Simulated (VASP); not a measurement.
Write the native input for VASP 6.6.1 that does the following.

```yaml
Task: single point
Functional: PBEsol
Potentials_or_basis: VASP PAW PBE potentials, release 64 (Sn_d)
Cutoff: 520 eV
k_mesh: 11 × 11 × 11
Occupations: fermi-dirac, width 0.05 eV
Spin: no spin polarisation
Dipole_correction: no
Further_INCAR_settings: ALGO = Normal; EDIFF = 1e-07; NBANDS = 13
```

The structure of Sn lies in POSCAR:

```
Sn
1.0
   -1.7265390000      1.7755470000      2.3383420000
    1.7265390000     -1.7755470000      2.3383420000
    1.7265390000      1.7755470000     -2.3383420000
Sn
1
Direct
    0.0000000000      0.0000000000      0.0000000000
```

One way to write it, as run:

INCAR

```
PREC = Accurate
ENCUT = 520
EDIFF = 1E-7
ISMEAR = -1
SIGMA = 0.05
LREAL = False
LASPH = True
NELM = 60
ALGO = Normal
ISIF = 2
LWAVE = False
LCHARG = False
GGA = PS
NBANDS = 13
```

KPOINTS

```
Automatic mesh
0
Gamma
  11 11 11
```

Potentials or basis: VASP PAW PBE potentials, release 64 (Sn_d).

Command:

```sh
$ cat potpaw_PBE.64/Sn_d/POTCAR > POTCAR
$ mpirun -np 1 vasp_std > vasp.out
```

Results of the run:

```
Pressure               : -3.7 GPa
Band gap on the k mesh : zero (band 7 reaches 14.37 eV, above the bottom of band 8 at 5.58 eV)
```

Caveat: the PAW data sets were made with another functional, which shifts forces and pressure a little; spin-orbit coupling is left out, which moves the levels of the heavy elements.

Run time: 39 s on 1 thread of Intel(R) Xeon(R) Platinum 8559C (Emerald Rapids), on a shared host, peak memory 0.2 GiB.
